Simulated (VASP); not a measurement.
The system is Al.

```xyz
1
Lattice="0.0000 2.0207 2.0207 2.0207 0.0000 2.0207 2.0207 2.0207 0.0000" Properties=species:S:1:pos:R:3 pbc="T T T"
Al    0.0000    0.0000    0.0000
```

| Item | Value |
| --- | --- |
| Program | VASP 6.6.1 |
| Task | relaxation of cell and atoms |
| Functional | r2SCAN |
| Potentials or basis | VASP PAW PBE potentials, release 64 (Al) |
| Cutoff | 600 eV |
| k mesh | 18 × 18 × 18 |
| Occupations | gaussian, width 0.1 eV |
| Spin | no spin polarisation |

At the start: pressure -3.4 GPa; volume 16.50 Å³/atom.

**Question.** How do energy, volume and symmetry change on relaxing?

**Answer.** Over 3 steps the energy falls by 7.4 meV/atom and the volume is 15.84 Å³/atom (-4.0 %); space group Fm-3m (No. 225, to 0.05 Å).

Step by step:
```
step  energy change (eV)  largest force (eV/Å)  pressure (GPa)  volume (Å³)
   1              0.0000                0.0000           -3.40        16.50
   2             -0.0069                0.0000            1.02        15.68
   3             -0.0074                0.0000            0.04        15.84
```

Final structure:
```
CELL_PARAMETERS angstrom
0.00000 1.99336 1.99336
1.99336 0.00000 1.99336
1.99336 1.99336 0.00000
ATOMIC_POSITIONS crystal
Al 0.00000 0.00000 0.00000
```

Caveat: the PAW data sets were made with another functional, which shifts forces and pressure a little.
